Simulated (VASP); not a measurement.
# Te (P6/mmm) in VASP: notebook

Te is run at these levels: r2SCAN; tasks: single point.

Program: VASP 6.6.1. These are calculated values, not measurements. Logs are shortened: lines on timing, memory, paths and dates and some standing lists are left out, and cuts for length are marked.

**1. The cell of the first run**

Symmetry: P6/mmm, No. 191, hexagonal system. The conventional cell has a = 5.847 Å, b = 5.847 Å, c = 3.130 Å, α = 90.00°, β = 90.00°, γ = 120.00°. Te (site symmetry 6/mmm) has 14 Te at 3.13 to 3.72 Å within 4.1 Å. Within 4.1 Å of Te (site symmetry -6m2) lie 11 Te at 3.13 to 3.72 Å.

This isn't the form of Te at room conditions, which is trigonal, of chains.

**2. Single point, r2SCAN (30.89 Å³/atom)**

Input file POSCAR:

```
Te
1.0
    5.8474008781      0.0000000000      0.0000000000
   -2.9237004390      5.0639977065      0.0000000000
    0.0000000000      0.0000000000      3.1295051884
Te
3
Direct
    1.0000000000      1.0000000000      0.0000000000
    0.3333333333      0.6666666667      0.5000000000
    0.6666666667      0.3333333333      0.5000000000
```

Input file INCAR.step1:

```
SYSTEM = Te
PREC = Accurate ; ENCUT = 520
ISMEAR = -1 ; SIGMA = 0.1
LREAL = .False. ; LASPH = .True.
NELM = 100 ; NBANDS = 16
GGA = PE ; ALGO = Normal
EDIFF = 1E-4 ; LWAVE = .True.
LCHARG = .False.
```

Input file INCAR.step2:

```
SYSTEM = Te
PREC = Accurate ; ENCUT = 520
EDIFF = 1E-6 ; ISMEAR = -1
SIGMA = 0.1 ; LREAL = .False.
LASPH = .True. ; NELM = 100
ALGO = Normal ; ISIF = 2
LWAVE = .False. ; LCHARG = .False.
METAGGA = R2SCAN ; LMIXTAU = .True.
NBANDS = 16 ; ISTART = 1
```

Input file KPOINTS:

```
Automatic mesh
0
Gamma
  7 7 12
  0 0 0
```

Potentials or basis: VASP PAW PBE potentials, release 64 (Te).

Run with:

```bash
> cat potpaw_PBE.64/Te/POTCAR > POTCAR
> cp INCAR.step1 INCAR
> mpirun -np 1 vasp_std > vasp.out
> cp INCAR.step2 INCAR
> mpirun -np 1 vasp_std > vasp.out
```

OUTCAR:

```text
SYSTEM = Te
   PREC = Accurate
   ENCUT = 520
   EDIFF = 1E-6
   ISMEAR = -1
   LREAL = .False.
   LASPH = .True.
   NELM = 100
   ISIF = 2
   METAGGA = R2SCAN
   ISTART = 1

 ion  position               nearest neighbor table
   1  0.000  0.000  0.000-
   2  0.333  0.667  0.500-   3 3.38   3 3.38   3 3.38
   3  0.667  0.333  0.500-   2 3.38   2 3.38   2 3.38

  LATTYP: Found a hexagonal cell.
 ALAT       =     5.8474008781
 C/A-ratio  =     0.5351959364

  Lattice vectors:

 A1 = (   5.8474008781,   0.0000000000,   0.0000000000)
 A2 = (  -2.9237004390,   5.0639977065,   0.0000000000)
 A3 = (   0.0000000000,   0.0000000000,   3.1295051884)

Analysis of symmetry for initial positions (statically):
=====================================================================
 Subroutine PRICEL returns:
 Original cell was already a primitive cell.

 Routine SETGRP: Setting up the symmetry group for a
 hexagonal supercell.

 Subroutine GETGRP returns: Found 24 space group operations
 (whereof 24 operations were pure point group operations)
 out of a pool of 24 trial point group operations.

The static configuration has the point symmetry D_6h.

Analysis of symmetry for dynamics (positions and initial velocities):
=====================================================================
 Subroutine PRICEL returns:
 Original cell was already a primitive cell.

 Routine SETGRP: Setting up the symmetry group for a
 hexagonal supercell.

 Subroutine GETGRP returns: Found 24 space group operations
 (whereof 24 operations were pure point group operations)
 out of a pool of 24 trial point group operations.

The dynamic configuration has the point symmetry D_6h.

 Subroutine INISYM returns: Found 24 space group operations
 (whereof 24 operations are pure point group operations),
 and found     1 'primitive' translations

----------------------------------------------------------------------------------------

                                     Primitive cell

  volume of cell :      92.6685

  direct lattice vectors                    reciprocal lattice vectors
     5.847400878  0.000000000  0.000000000     0.171016152  0.098736222  0.000000000
    -2.923700439  5.063997707  0.000000000     0.000000000  0.197472443  0.000000000
     0.000000000  0.000000000  3.129505188     0.000000000  0.000000000  0.319539333

  length of vectors
     5.847400878  5.847400878  3.129505188     0.197472443  0.197472443  0.319539333
[... 83 lines left out ...]
   EDIFF  = 0.1E-05   stopping-criterion for ELM
   LREAL  =      F    real-space projection
   EDIFFG = 0.1E-04   stopping-criterion for IOM
   NSW    =      0    number of steps for IOM
   IBRION =     -1    ionic relax: 0-MD 1-quasi-New 2-CG
   NFREE  =      0    steps in history (QN), initial steepest desc. (CG)
   ISIF   =      2    stress and relaxation
   ISYM   =      2    0-nonsym 1-usesym 2-fastsym
   POTIM  = 0.5000    time-step for ionic-motion
   TEBEG  =    0.0;   TEEND  =   0.0 temperature during run
   PSTRESS=    0.0 pullay stress
   NELECT =      18.0000    total number of electrons
   NUPDOWN=      -1.0000    fix difference up-down
   EMIN   =  10.00;   EMAX   =-10.00  energy-range for DOS
   EFERMI =   0.00;   METHOD = LEGACY
   ISMEAR =    -1;   SIGMA  =   0.10  broadening in eV -4-tet -1-fermi 0-gaus
   EFERMI_NEDOS =   21; number of points for ismear=-14 and -15
   IALGO  =     38    algorithm
   IMIX   =      4    mixing-type and parameters
     AMIX     =   0.40;   BMIX     =  1.00
     AMIX_MAG =   1.60;   BMIX_MAG =  1.00
  volume/ion in A,a.u.               =      30.89       208.45
  Fermi-wavevector in a.u.,A,eV,Ry     =   0.948102  1.791653 12.230237  0.898897
  Thomas-Fermi vector in A             =   2.076258
   LORBIT       =      0    0 simple, 1 ext, 2 COOP (PROOUT), +10 PAW based schemes
   METAGGA = R2SCAN    functional components
   LHFCALC =     F    Hartree Fock is set to
   AEXX    =    0.0000 exact exchange contribution
   IVDW    =     0    specifies the selected vdW correction
   LEPSILON=     F    determine dielectric tensor
   LRPA    =     F    only Hartree local field effects (RPA)
 non-spin polarized calculation
  energy-cutoff  :      520.00
  volume of cell :       92.67
 maximum number of plane-waves:      2516
 NGX is ok and might be reduce to    48
   NGX = 21   NGY = 21   NGZ = 11

 number of electron      17.9999999 magnetization

 Free energy of the ion-electron system (eV)
  ---------------------------------------------------
  ext. energy  EPLUGINS =         0.00000000
  ---------------------------------------------------
  free energy    TOTEN  =       -75.00755851 eV

  energy without entropy =      -74.91855716  energy(sigma->0) =      -74.96305784

 E-fermi :   6.5932     XC(G=0): -10.1232

 val. band max:        6.5870999573   @ k =   0.4286   0.1429   0.0000
 cond. band min:       6.6113139078   @ k =   0.2857   0.2857   0.4167
 fundamental gap:      0.0242139505
 Fermi energy:         6.5932211965

 k-point     1 :       0.0000    0.0000    0.0000
  band No.  band energies     occupation
      1      -7.3065      2.00000
      2      -4.7244      2.00000
      3      -4.5692      2.00000
      4       2.2136      2.00000
      5       2.2136      2.00000
      6       2.6216      2.00000
[... 433 lines left out ...]
      3      -5.0527      2.00000
      4       2.4378      2.00000
      5       2.7831      2.00000
      6       3.8993      2.00000
[... 8 lines left out ...]
     15      13.4499      0.00000
     16      15.4522      0.00000

 [... further k-points ...]

------------------------ aborting loop because EDIFF is reached ----------------------------------------

  FORCE on cell =-STRESS in cart. coord.  units (eV):
  Direction    XX          YY          ZZ          XY          YZ          ZX
  --------------------------------------------------------------------------------------
  -------------------------------------------------------------------------------------
  Total       -1.1770247     -1.1770247     -1.4068413     -0.0000000      0.0000000      0.0000000
  in kB      -20.3499853    -20.3499853    -24.3233647     -0.0000000      0.0000000      0.0000000
  external PRESSURE =     -21.6744451 kB  Pullay stress =       0.0000000 kB

 VOLUME and BASIS-vectors are now :
 -----------------------------------------------------------------------------
  energy-cutoff  :      520.00
  volume of cell :       92.67
      direct lattice vectors                 reciprocal lattice vectors
     5.847400878  0.000000000  0.000000000     0.171016152  0.098736222  0.000000000
    -2.923700439  5.063997707  0.000000000     0.000000000  0.197472443  0.000000000
     0.000000000  0.000000000  3.129505188     0.000000000  0.000000000  0.319539333

 POSITION                                       TOTAL-FORCE (eV/Angst)
 -----------------------------------------------------------------------------------
      0.00000      0.00000      0.00000        -0.000000      0.000000     -0.000000
     -0.00000      3.37600      1.56475         0.000000      0.000000     -0.000000
      2.92370      1.68800      1.56475        -0.000000     -0.000000      0.000000
 -----------------------------------------------------------------------------------
    total drift:                               -0.000000      0.000000     -0.000000

  FREE ENERGIE OF THE ION-ELECTRON SYSTEM (eV)
  ---------------------------------------------------
  free  energy   TOTEN  =       -75.0075585140 eV

  energy  without entropy=      -74.9185571606  energy(sigma->0) =      -74.96305784
```

OUTCAR.step1:

```text
SYSTEM = Te
   PREC = Accurate
   ENCUT = 520
   ISMEAR = -1
   LREAL = .False.
   LASPH = .True.
   NELM = 100
[... 680 lines left out ...]
      0.00000      0.00000      0.00000        -0.000000      0.000000      0.000000
     -0.00000      3.37600      1.56475         0.000000     -0.000000     -0.000000
      2.92370      1.68800      1.56475        -0.000000      0.000000      0.000000
 -----------------------------------------------------------------------------------
    total drift:                               -0.000000      0.000000     -0.000000

  FREE ENERGIE OF THE ION-ELECTRON SYSTEM (eV)
  ---------------------------------------------------
  free  energy   TOTEN  =        -8.4467517462 eV

  energy  without entropy=       -8.3529531912  energy(sigma->0) =       -8.39985247
```

It took 3.3 min on 1 thread of Intel Xeon Platinum 8488C (Sapphire Rapids), shared host; peak memory 0.27 GiB.

Results:

```
Free energy            : -75.0076 eV
Pressure               : -2.2 GPa
Band gap on the k mesh : zero (bands 9 and 10 overlap by 4.06 eV)
```

Stress tensor (GPa, compression positive):
```
-2.03  0.00  0.00
 0.00 -2.03  0.00
 0.00  0.00 -2.43
```

Levels at points of the mesh, in eV from the Fermi level:
| k point | band 7 | band 8 | band 9 | band 10 | band 11 | band 12 |
| --- | --- | --- | --- | --- | --- | --- |
| (0.00, 0.00, 0.00) | -3.97 | 1.91 | 1.91 | 1.99 | 4.06 | 4.32 |
| (0.00, 0.00, 0.50) | -2.52 | -2.52 | -0.89 | -0.89 | 0.05 | 0.05 |

Caveat: the PAW data sets were made with another functional, which shifts forces and pressure a little; spin-orbit coupling is left out, which moves the levels of the heavy elements.

**3. Single point, r2SCAN (32.08 Å³/atom)**

This run uses another cell than the first one, of 32.08 Å³/atom.

Input file POSCAR:

```
Te
1.0
    5.9214264691      0.0000000000      0.0000000000
   -2.9607132346      5.1281057489      0.0000000000
    0.0000000000      0.0000000000      3.1691233839
Te
3
Direct
    1.0000000000      1.0000000000      0.0000000000
    0.3333333333      0.6666666667      0.5000000000
    0.6666666667      0.3333333333      0.5000000000
```

Input file INCAR.step1:

```
PREC = Accurate
ENCUT = 520
ISMEAR = -1
SIGMA = 0.1
LREAL = F
LASPH = T
NELM = 60
NBANDS = 16
GGA = PE
ALGO = Normal
EDIFF = 1E-4
LWAVE = T
LCHARG = F
```

Input file INCAR.step2:

```
PREC = Accurate
ENCUT = 520
EDIFF = 1E-6
ISMEAR = -1
SIGMA = 0.1
LREAL = F
LASPH = T
NELM = 60
ALGO = Normal
ISIF = 2
LWAVE = F
LCHARG = T
METAGGA = R2SCAN
LMIXTAU = T
LELF = T
LVHAR = T
NBANDS = 16
ISTART = 1
```

Input file KPOINTS:

```
Automatic mesh
0
Gamma
  7 7 12
```

Potentials or basis: VASP PAW PBE potentials, release 64 (Te).

Run with:

```bash
> cat potpaw_PBE.64/Te/POTCAR > POTCAR
> cp INCAR.step1 INCAR
> mpirun -np 1 vasp_std > vasp.out
> cp INCAR.step2 INCAR
> mpirun -np 1 vasp_std > vasp.out
```

It took 2.9 min on 1 thread of Intel Xeon Platinum 8488C (Sapphire Rapids), shared host; peak memory 0.27 GiB.

It converged, with:

| Property | Result |
| --- | --- |
| Free energy | -74.9425 eV |
| Pressure | -3.6 GPa |
| Band gap on the k mesh | zero (bands 9 and 10 overlap by 3.90 eV) |

Stress tensor (GPa, compression positive):
```
-3.23  0.00  0.00
 0.00 -3.23  0.00
 0.00  0.00 -4.48
```

Levels at points of the mesh, in eV from the Fermi level:
| k point | band 7 | band 8 | band 9 | band 10 | band 11 | band 12 |
| --- | --- | --- | --- | --- | --- | --- |
| (0.00, 0.00, 0.00) | -3.75 | 1.79 | 1.79 | 1.91 | 3.82 | 4.08 |
| (0.00, 0.00, 0.50) | -2.39 | -2.39 | -0.81 | -0.81 | 0.10 | 0.10 |

Caveat: the cell stands under tension; the PAW data sets were made with another functional, which shifts forces and pressure a little; spin-orbit coupling is left out, which moves the levels of the heavy elements.

**4. Single point, r2SCAN (33.27 Å³/atom)**

This run uses another cell than the first one, of 33.27 Å³/atom.

Input file POSCAR:

```
Te
1.0
    5.9936461046      0.0000000000      0.0000000000
   -2.9968230523      5.1906497879      0.0000000000
    0.0000000000      0.0000000000      3.2077750394
Te
3
Direct
    1.0000000000      1.0000000000      0.0000000000
    0.3333333333      0.6666666667      0.5000000000
    0.6666666667      0.3333333333      0.5000000000
```

Input file INCAR.step1:

```
PREC = Accurate ; ENCUT = 520
ISMEAR = -1 ; SIGMA = 0.1
LREAL = False ; LASPH = True
NELM = 80 ; NBANDS = 16
GGA = PE ; ALGO = Normal
EDIFF = 1E-4 ; LWAVE = True
LCHARG = False
```

Input file INCAR.step2:

```
PREC = Accurate ; ENCUT = 520
EDIFF = 1E-6 ; ISMEAR = -1
SIGMA = 0.1 ; LREAL = False
LASPH = True ; NELM = 80
ALGO = Normal ; ISIF = 2
LWAVE = False ; LCHARG = True
METAGGA = R2SCAN ; LMIXTAU = True
LELF = True ; LVHAR = True
NBANDS = 16 ; ISTART = 1
```

Input file KPOINTS:

```
regular mesh
0
Gamma
  7 7 12
```

Potentials or basis: VASP PAW PBE potentials, release 64 (Te).

Run with:

```bash
> cat potpaw_PBE.64/Te/POTCAR > POTCAR
> cp INCAR.step1 INCAR
> mpirun -np 1 vasp_std > vasp.out
> cp INCAR.step2 INCAR
> mpirun -np 1 vasp_std > vasp.out
```

OUTCAR:

```text
PREC = Accurate
   ENCUT = 520
   EDIFF = 1E-6
   ISMEAR = -1
   LREAL = False
   LASPH = True
   NELM = 80
   ISIF = 2
   METAGGA = R2SCAN
   ISTART = 1

 ion  position               nearest neighbor table
   1  0.000  0.000  0.000-
   2  0.333  0.667  0.500-   3 3.46   3 3.46   3 3.46
   3  0.667  0.333  0.500-   2 3.46   2 3.46   2 3.46

  LATTYP: Found a hexagonal cell.
 ALAT       =     5.9936461046
 C/A-ratio  =     0.5351959364

  Lattice vectors:

 A1 = (   5.9936461046,   0.0000000000,   0.0000000000)
 A2 = (  -2.9968230523,   5.1906497879,   0.0000000000)
 A3 = (   0.0000000000,   0.0000000000,   3.2077750394)

Analysis of symmetry for initial positions (statically):
=====================================================================
 Subroutine PRICEL returns:
 Original cell was already a primitive cell.

 Routine SETGRP: Setting up the symmetry group for a
 hexagonal supercell.

 Subroutine GETGRP returns: Found 24 space group operations
 (whereof 24 operations were pure point group operations)
 out of a pool of 24 trial point group operations.

[... 165 lines left out ...]

 val. band max:        5.6365734024   @ k =   0.1429   0.1429   0.0833
 cond. band min:       5.6594823600   @ k =   0.4286   0.1429   0.0000
 fundamental gap:      0.0229089575
 Fermi energy:         5.6458894497

 k-point     1 :       0.0000    0.0000    0.0000
  band No.  band energies     occupation
      1      -7.7142      2.00000
      2      -5.5000      2.00000
      3      -5.3440      2.00000
      4       1.6919      2.00000
      5       1.6919      2.00000
      6       2.0974      2.00000
[... 433 lines left out ...]
      3      -5.6996      2.00000
      4       1.8330      2.00000
      5       2.1721      2.00000
      6       3.1597      2.00000
[... 8 lines left out ...]
     15      12.5544      0.00000
     16      14.4049      0.00000

 [... further k-points ...]

------------------------ aborting loop because EDIFF is reached ----------------------------------------

  FORCE on cell =-STRESS in cart. coord.  units (eV):
  Direction    XX          YY          ZZ          XY          YZ          ZX
  --------------------------------------------------------------------------------------
  -------------------------------------------------------------------------------------
  Total       -2.5946990     -2.5946990     -3.7962584      0.0000000      0.0000000      0.0000000
  in kB      -41.6563136    -41.6563136    -60.9466199      0.0000000      0.0000000      0.0000000
  external PRESSURE =     -48.0864157 kB  Pullay stress =       0.0000000 kB

 VOLUME and BASIS-vectors are now :
 -----------------------------------------------------------------------------
  energy-cutoff  :      520.00
  volume of cell :       99.80
      direct lattice vectors                 reciprocal lattice vectors
     5.993646105  0.000000000  0.000000000     0.166843351  0.096327054  0.000000000
    -2.996823052  5.190649788  0.000000000     0.000000000  0.192654107  0.000000000
     0.000000000  0.000000000  3.207775039     0.000000000  0.000000000  0.311742559

 POSITION                                       TOTAL-FORCE (eV/Angst)
 -----------------------------------------------------------------------------------
      0.00000      0.00000      0.00000         0.000000      0.000000     -0.000000
     -0.00000      3.46043      1.60389         0.000000      0.000000      0.000000
      2.99682      1.73022      1.60389        -0.000000      0.000000     -0.000000
 -----------------------------------------------------------------------------------
    total drift:                               -0.000000      0.000000     -0.000000

  FREE ENERGIE OF THE ION-ELECTRON SYSTEM (eV)
  ---------------------------------------------------
  free  energy   TOTEN  =       -74.8482531453 eV

  energy  without entropy=      -74.7512806133  energy(sigma->0) =      -74.79976688
```

OUTCAR.step1:

```text
PREC = Accurate
   ENCUT = 520
   ISMEAR = -1
   LREAL = False
   LASPH = True
   NELM = 80
[... 680 lines left out ...]
      0.00000      0.00000      0.00000        -0.000000      0.000000     -0.000000
     -0.00000      3.46043      1.60389         0.000000      0.000000      0.000000
      2.99682      1.73022      1.60389         0.000000      0.000000     -0.000000
 -----------------------------------------------------------------------------------
    total drift:                               -0.000000      0.000000     -0.000000

  FREE ENERGIE OF THE ION-ELECTRON SYSTEM (eV)
  ---------------------------------------------------
  free  energy   TOTEN  =        -8.2904843379 eV

  energy  without entropy=       -8.1888637440  energy(sigma->0) =       -8.23967404
```

OSZICAR.step1:

```text
N       E                     dE             d eps       ncg     rms          rms(c)
DAV:   1     0.650510627112E+02    0.65051E+02   -0.64042E+03  1792   0.887E+02
DAV:   2    -0.447580576676E+01   -0.69527E+02   -0.66752E+02  2448   0.133E+02
DAV:   3    -0.827828445511E+01   -0.38025E+01   -0.37715E+01  2168   0.329E+01
DAV:   4    -0.833253649262E+01   -0.54252E-01   -0.54246E-01  2624   0.475E+00
DAV:   5    -0.833347149443E+01   -0.93500E-03   -0.93500E-03  2280   0.559E-01    0.860E+00
DAV:   6    -0.829337637816E+01    0.40095E-01   -0.19353E-01  2128   0.182E+00    0.550E+00
DAV:   7    -0.829387143734E+01   -0.49506E-03   -0.81707E-02  2072   0.133E+00    0.216E+00
DAV:   8    -0.829059946872E+01    0.32720E-02   -0.22854E-02  2136   0.781E-01    0.358E-01
DAV:   9    -0.829059566899E+01    0.37997E-05   -0.20604E-03  2376   0.228E-01    0.319E-01
DAV:  10    -0.829056357612E+01    0.32093E-04   -0.14569E-03  1984   0.165E-01    0.479E-01
DAV:  11    -0.829048433793E+01    0.79238E-04   -0.41601E-04  1976   0.940E-02
   1 F= -.82904843E+01 E0= -.82396740E+01  d E =-.101621E+00
```

Wall time 3 min (1 thread of Intel Xeon Platinum 8488C (Sapphire Rapids), shared host); peak memory 0.27 GiB.

Results:

```yaml
Free_energy: -74.8483 eV
Pressure: -4.8 GPa
Band_gap_on_the_k_mesh: zero (bands 9 and 10 overlap by 3.73 eV)
```

Stress tensor (GPa, compression positive):
```
-4.17  0.00  0.00
 0.00 -4.17  0.00
 0.00  0.00 -6.09
```

Levels at points of the mesh, in eV from the Fermi level:
```
           k point  band 5  band 6  band 7  band 8  band 9  band 10  band 11  band 12  band 13  band 14
(0.00, 0.00, 0.00)   -3.95   -3.55   -3.55    1.67    1.67     1.83     3.59     3.85     6.99     7.99
(0.00, 0.00, 0.50)   -3.92   -3.64   -2.28   -2.28   -0.74    -0.74     0.14     0.14     4.21     4.21
```

Caveat: the cell stands under tension; the PAW data sets were made with another functional, which shifts forces and pressure a little; spin-orbit coupling is left out, which moves the levels of the heavy elements.

(Continued in part 2 of 2.)

The gap in the log of VASP goes by the Fermi energy; the results here count the filled bands.